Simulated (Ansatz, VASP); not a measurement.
ScIn3SbP in VASP and in Ansatz

Contents of INCAR:

```
  ALGO = Normal
  EDIFF = 1E-6
  EDIFFG = -0.04
  ENCUT = 600
  GGA = PE
  IBRION = 2
  ISIF = 3
  ISMEAR = 0
  LASPH = T
  LCHARG = F
  LREAL = F
  LWAVE = F
  NELM = 80
  NSW = 90
  PREC = Accurate
  SIGMA = 0.1
```

KPOINTS

```
k-points
0
Gamma
  6 6 4
```

The input POSCAR:

```
ScIn3SbP
1.0
    5.7331055226      0.0000000000      0.0000000000
   -2.8665527613      4.9650150251      0.0000000000
    0.0000000000      0.0000000000      5.4673152530
Sc In Sb P
1 3 1 1
Direct
    0.0000000000      0.0000000000      0.0000000000
    0.4983340756      0.9966681512      0.5000000000
    0.0033318488      0.5016659244      0.5000000000
    0.4983340756      0.5016659244      0.5000000000
    0.6666666667      0.3333333333      0.0000000000
    0.3333333333      0.6666666667      0.0000000000
```

Input for Ansatz:

```yaml
crystal:
  lattice:
    - [5.7331055226, 0.0, 0.0]
    - [-2.8665527613, 4.9650150251, 0.0]
    - [0.0, 0.0, 5.467315253]
  atoms:
    - { symbol: Sc, position: [0.0, 0.0, 0.0] }
    - { symbol: In, position: [0.4983340756, 0.9966681512, 0.5] }
    - { symbol: In, position: [0.0033318488, 0.5016659244, 0.5] }
    - { symbol: In, position: [0.4983340756, 0.5016659244, 0.5] }
    - { symbol: Sb, position: [0.6666666667, 0.3333333333, 0.0] }
    - { symbol: P, position: [0.3333333333, 0.6666666667, 0.0] }
basis:
  ecutwfc: 420
kpoints:
  mp_grid: { grid: [6, 6, 4] }
hamiltonian:
  xc: pbe
scf:
  occupations: { method: gaussian, width: 0.1 }
  lower_state_search: "off"
output:
  forces: true
  stress: true
  eigenvalues: true
relax:
  adjacent_minimum: "off"
  f_tol: 0.04
  max_steps: 70
  cell: { stress_tol: 0.4 }
```

Change from the starting cell: species swapped into the LaMnAlNi3 type (P-6m2, No. 187).

Alike in both runs: task relaxation of cell and atoms; functional PBE; k mesh 6 × 6 × 4; occupations gaussian, width 0.1 eV; no spin polarisation.

```csv
,VASP,Ansatz
version,VASP 6.6.1,Ansatz 0.2.0
potentials or method,"VASP PAW PBE potentials, release 64 (Sc_sv, In_d, Sb, P), cutoff 600 eV","scalar-relativistic, plane waves, PAW"
valence electrons in the cell,60,70
```

|  | VASP | Ansatz | Ansatz less VASP |
| --- | --- | --- | --- |
| gap on the k mesh at the Fermi level, each at its own relaxed structure (eV) | none | none | - |
| relaxed volume (Å³/atom) | 25.94 | 25.94 | 0.000 |
| relaxed length of the cell vector where the two differ most in proportion (Å) | 5.733 | 5.733 | 0.0000 |

A gap of «none» marks a metal or a gap that the smearing closes. VASP's potentials hold 60 valence electrons a cell and Ansatz's 70, so a difference there can come from the potentials and not from the codes.

Spin-orbit coupling is off throughout. Noted on VASP's run: the relaxation stopped at its first step, so nothing moved.
